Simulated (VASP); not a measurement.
# Ta2Si (I4/mcm) in VASP: a series of runs, part 2 of 2

VASP 6.6.1.

## 5. Single point, LDA

This run uses another cell than the first one, of 14.18 Å³/atom, 0.915 times its volume.

File INCAR:

```
SYSTEM = Ta2Si
ALGO = Normal ; EDIFF = 1E-6
ENCUT = 500 ; GGA_COMPAT = .False.
ISIF = 2 ; ISMEAR = -1
LASPH = .True. ; LCHARG = .False.
LREAL = .False. ; LWAVE = .False.
NBANDS = 35 ; NELM = 120
PREC = Accurate ; SIGMA = 0.15
```

File KPOINTS:

```
k-points
0
Gamma
  10 10 10
  0 0 0
```

File POSCAR:

```
Ta2Si
1.0
   -2.9606372622      2.9606372622      2.4273677784
    2.9606372622     -2.9606372622      2.4273677784
    2.9606372622      2.9606372622     -2.4273677784
Ta Si
4 2
Direct
    0.6614257411      0.8385742589      0.5000000000
    0.8385742589      0.3385742589      0.1771485178
    0.3385742589      0.1614257411      0.5000000000
    0.1614257411      0.6614257411      0.8228514822
    0.2500000000      0.2500000000      0.0000000000
    0.7500000000      0.7500000000      0.0000000000
```

Potentials or basis: VASP PAW LDA potentials, release 64 (Ta_pv, Si).

The run is started by

```sh
> cat potpaw_LDA.64/Ta_pv/POTCAR potpaw_LDA.64/Si/POTCAR > POTCAR
> mpirun -np 1 vasp_std > vasp.out
```

OUTCAR:

```text
SYSTEM = Ta2Si
   EDIFF = 1E-6
   ENCUT = 500
   ISIF = 2
   ISMEAR = -1
   LASPH = .True.
   LREAL = .False.
   NELM = 120
   PREC = Accurate

 ion  position               nearest neighbor table
   1  0.661  0.839  0.500-   5 2.53   5 2.53   6 2.53   6 2.53   3 2.70   3 2.84   3 2.84   4 3.09
                             2 3.09   4 3.09   2 3.09   4 3.14   2 3.14   2 3.14   4 3.14
   2  0.839  0.339  0.177-   5 2.53   6 2.53   6 2.53   5 2.53   4 2.70   4 2.84   4 2.84   3 3.09
                             1 3.09   1 3.09   3 3.09   3 3.14   1 3.14   1 3.14   3 3.14
   3  0.339  0.161  0.500-   6 2.53   6 2.53   5 2.53   5 2.53   1 2.70   1 2.84   1 2.84   4 3.09
                             2 3.09   4 3.09   2 3.09   4 3.14   2 3.14   4 3.14   2 3.14
   4  0.161  0.661  0.823-   5 2.53   6 2.53   6 2.53   5 2.53   2 2.70   2 2.84   2 2.84   1 3.09
                             3 3.09   3 3.09   1 3.09   1 3.14   3 3.14   3 3.14   1 3.14
   5  0.250  0.250  0.000-   6 2.43   6 2.43   2 2.53   4 2.53   2 2.53   4 2.53   1 2.53   1 2.53
                             3 2.53   3 2.53
   6  0.750  0.750  0.000-   5 2.43   5 2.43   2 2.53   4 2.53   3 2.53   3 2.53   4 2.53   2 2.53
                             1 2.53   1 2.53

  LATTYP: Found a body centered tetragonal cell.
 ALAT       =     5.9212745244
 C/A-ratio  =     0.8198801688

  Lattice vectors:

 A1 = (  -2.9606372622,   2.9606372622,   2.4273677784)
 A2 = (   2.9606372622,  -2.9606372622,   2.4273677784)
[... 189 lines left out ...]
 fundamental gap:      0.0034809638
 Fermi energy:         8.7090781851

 k-point     1 :       0.0000    0.0000    0.0000
  band No.  band energies     occupation
      1     -25.5515      2.00000
      2     -25.4481      2.00000
      3     -25.4481      2.00000
      4     -25.4331      2.00000
      5     -25.3850      2.00000
      6     -25.3850      2.00000
[... 901 lines left out ...]
     34      13.1350      0.00000
     35      13.5775      0.00000

 [... further k-points ...]
[... 5 lines left out ...]
  --------------------------------------------------------------------------------------
  -------------------------------------------------------------------------------------
  Total       13.9825442     13.9825442     13.9394183      0.0000000      0.0000000      0.0000000
  in kB      263.2272269    263.2272269    262.4153630      0.0000000      0.0000000      0.0000000
  external PRESSURE =     262.9566056 kB  Pullay stress =       0.0000000 kB

 VOLUME and BASIS-vectors are now :
 -----------------------------------------------------------------------------
  energy-cutoff  :      500.00
  volume of cell :       85.11
      direct lattice vectors                 reciprocal lattice vectors
    -2.960637262  2.960637262  2.427367778     0.000000000  0.168882560  0.205984443
     2.960637262 -2.960637262  2.427367778     0.168882560  0.000000000  0.205984443
     2.960637262  2.960637262 -2.427367778     0.168882560  0.168882560  0.000000000

 POSITION                                       TOTAL-FORCE (eV/Angst)
 -----------------------------------------------------------------------------------
      2.00479      0.95585      2.42737         0.008087     -0.008087      0.000000
     -0.95585      2.00479      2.42737         0.008087      0.008087     -0.000000
      0.95585      2.00479      0.00000        -0.008087      0.008087     -0.000000
      3.91648      0.95585     -0.00000        -0.008087     -0.008087     -0.000000
      0.00000      0.00000      1.21368         0.000000     -0.000000     -0.000000
      0.00000      0.00000      3.64105        -0.000000     -0.000000     -0.000000
 -----------------------------------------------------------------------------------
    total drift:                               -0.000000     -0.000000      0.000000

  FREE ENERGIE OF THE ION-ELECTRON SYSTEM (eV)
  ---------------------------------------------------
  free  energy   TOTEN  =       -66.2338787616 eV

  energy  without entropy=      -65.9860485750  energy(sigma->0) =      -66.10996367
```

OSZICAR:

```text
N       E                     dE             d eps       ncg     rms          rms(c)
DAV:   1     0.459888184539E+03    0.45989E+03   -0.27328E+04  7140   0.148E+03
DAV:   2    -0.481468932254E+02   -0.50804E+03   -0.49491E+03  7877   0.436E+02
DAV:   3    -0.691059476001E+02   -0.20959E+02   -0.20376E+02  8912   0.801E+01
DAV:   4    -0.695037260030E+02   -0.39778E+00   -0.39468E+00  8789   0.105E+01
DAV:   5    -0.695097143395E+02   -0.59883E-02   -0.59814E-02  8726   0.127E+00    0.381E+01
DAV:   6    -0.666855429173E+02    0.28242E+01   -0.73772E+00  8457   0.136E+01    0.179E+01
DAV:   7    -0.662696184014E+02    0.41592E+00   -0.15416E+00  8960   0.658E+00    0.364E+00
DAV:   8    -0.662376810535E+02    0.31937E-01   -0.45421E-02  8607   0.982E-01    0.802E-01
DAV:   9    -0.662340177038E+02    0.36633E-02   -0.73051E-03  8648   0.462E-01    0.172E-01
DAV:  10    -0.662338967022E+02    0.12100E-03   -0.34961E-04  8639   0.117E-01    0.852E-02
DAV:  11    -0.662338792284E+02    0.17474E-04   -0.51013E-05  8656   0.430E-02    0.301E-02
DAV:  12    -0.662338787616E+02    0.46686E-06   -0.68499E-06  8544   0.166E-02
   1 F= -.66233879E+02 E0= -.66109964E+02  d E =-.247830E+00
```

stdout:

```text
POSCAR found type information on POSCAR TaSi
 POSCAR found :  2 types and       6 ions
 scaLAPACK will be used
 LDA part: xc-table for (Slater(with rela. corr.)+CA(PZ))
 , standard interpolation
 POSCAR, INCAR and KPOINTS ok, starting setup
 FFT: planning ... GRIDC
 FFT: planning ... GRID_SOFT
 FFT: planning ... GRID
 WAVECAR not read
 entering main loop
```

Wall time 8.5 min (1 thread of AMD EPYC 7R13, shared host); peak memory 0.3 GiB.

What came out:

```
Free energy            : -66.2339 eV
Pressure               : 26.3 GPa
Largest force          : 0.011 eV/Å
Band gap on the k mesh : zero (band 26 reaches 9.12 eV, above the bottom of band 27 at 8.32 eV)
```

Forces on the atoms (eV/Å):
```
Ta   0.008 -0.008  0.000
Ta   0.008  0.008  0.000
Ta  -0.008  0.008  0.000
Ta  -0.008 -0.008  0.000
Si   0.000  0.000  0.000
Si   0.000  0.000  0.000
```

Stress tensor (GPa, compression positive):
```
26.32  0.00  0.00
 0.00 26.32  0.00
 0.00  0.00 26.24
```

Caveat: spin-orbit coupling is left out, which moves the levels of the heavy elements.

## 6. Summary

```tsv
cell	cutoff (eV)	smearing	gap on the mesh (eV)	pressure (GPa)	largest force (eV/Å)
a = 4.983 Å, angles 104.6, 104.6, 119.7°, 6 atoms	520	gaussian 0.1 eV	none	0.9	0.01
a = 4.984 Å, angles 104.6, 104.6, 119.6°, 6 atoms	520	fermi-dirac 0.15 eV	none	0.9	0.01
a = 4.840 Å, angles 104.6, 104.6, 119.8°, 6 atoms	500	fermi-dirac 0.15 eV	none	26.3	0.01
```

Some of these runs hold the atoms at other places in the same cell, which the table doesn't show; runs alike in all that it shows share one row.

Alike in all rows: task single point; level LDA; potentials or basis VASP PAW LDA potentials, release 64 (Ta_pv, Si); no spin polarisation; k mesh 10 × 10 × 10.

Caveats: spin-orbit coupling is left out, which moves the levels of the heavy elements.

Absolute energies hang on the potentials; compare differences alone.
